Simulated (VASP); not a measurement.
Wanted: the native input for a VASP 6.6.1 run.

| Item | Value |
| --- | --- |
| Task | single point |
| Functional | PBEsol |
| Potentials or basis | VASP PAW PBE potentials, release 64 (Al, N) |
| Cutoff | 600 eV |
| k mesh | 12 × 12 × 6 |
| Occupations | gaussian, width 0.05 eV |
| Spin | no spin polarisation |
| Dipole correction | no |
| Further INCAR settings | ALGO = Normal; EDIFF = 1e-06; NBANDS = 16 |

The structure of AlN lies in POSCAR:

```
AlN
1.0
    2.9891449405      0.0000000000      0.0000000000
   -1.4945724703      2.5886754541      0.0000000000
    0.0000000000      0.0000000000      4.5847432227
Al N
2 2
Direct
    0.3333333333      0.6666666667      0.0015080761
    0.6666666667      0.3333333333      0.5015080761
    0.3333333333      0.6666666667      0.3834919239
    0.6666666667      0.3333333333      0.8834919239
```

This cell differs from its parent crystal: strain -0.040 along x and y, -0.080 along z.

The input as run:

INCAR

```
PREC = Accurate ; ENCUT = 600
EDIFF = 1E-6 ; ISMEAR = 0
SIGMA = 0.05 ; LREAL = F
LASPH = T ; NELM = 120
ALGO = Normal ; ISIF = 2
LWAVE = F ; LCHARG = F
GGA = PS ; NBANDS = 16
GGA_COMPAT = F
```

KPOINTS

```
Automatic mesh
0
Gamma
  12 12 6
```

Potentials or basis: VASP PAW PBE potentials, release 64 (Al, N).

The run is started by

```console
$ cat potpaw_PBE.64/Al/POTCAR potpaw_PBE.64/N/POTCAR > POTCAR
$ mpirun -np 1 vasp_std > vasp.out
```

It gave:

- Pressure: 45.9 GPa
- Largest force: 1.251 eV/Å
- Band gap on the k mesh: 4.96 eV (least direct gap 5.45 eV)

Caveat: the cell differs from its parent crystal (strain -0.040 along x and y, -0.080 along z); the cell stands under pressure; the PAW data sets were made with another functional, which shifts forces and pressure a little.

Run time: 54 s on 1 thread of Intel Xeon 8259CL (shared host), peak memory 0.18 GiB.
